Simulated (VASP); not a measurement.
Li2YAl3, 6 atoms in the cell. The structure is hexagonal, space group P6/mmm (No. 191). The conventional cell has a = 5.090 Å, b = 5.090 Å, c = 5.779 Å, α = 90.00°, β = 90.00°, γ = 120.00°. Within 3.8 Å of Li (site symmetry -6m2) lie 5 Al at 2.89 to 2.94 Å and 3 Li at 2.94 Å. Within 3.8 Å of Y (site symmetry 6/mmm) lie 8 Al at 2.89 to 2.94 Å. Within 3.8 Å of Al (site symmetry -6m2) lie 2 Li at 2.89 Å and 3 Al at 2.94 Å and 3 Y at 2.94 Å. Within 3.8 Å of Al (site symmetry 6/mmm) lie 2 Y at 2.89 Å and 6 Li at 2.94 Å. 

| Item | Value |
| --- | --- |
| Program | VASP 6.6.1 |
| Task | single point |
| Functional | PBE |
| Potentials or basis | VASP PAW PBE potentials, release 64 (Li_sv, Y_sv, Al) |
| Cutoff | 520 eV |
| k mesh | 6 × 6 × 4 |
| Occupations | gaussian, width 0.1 eV |
| Spin | no spin polarisation |
| Dipole correction | no |
| Further INCAR settings | ALGO = Normal; EDIFF = 1e-06; NBANDS = 22 |

Potentials or basis: VASP PAW PBE potentials, release 64 (Li_sv, Y_sv, Al).

Launch:

```bash
$ cat potpaw_PBE.64/Li_sv/POTCAR potpaw_PBE.64/Y_sv/POTCAR potpaw_PBE.64/Al/POTCAR > POTCAR
$ mpirun -np 1 vasp_std > vasp.out
```

Hardware: 1 thread of AMD EPYC 9R45 96-Core Processor (Zen 5) (shared host).

Estimate the wall time of this run.

It took 37 s on 1 thread of AMD EPYC 9R45 96-Core Processor (Zen 5), on a shared host, peak memory 0.27 GiB. Counts: scf iterations 12, k points 21.
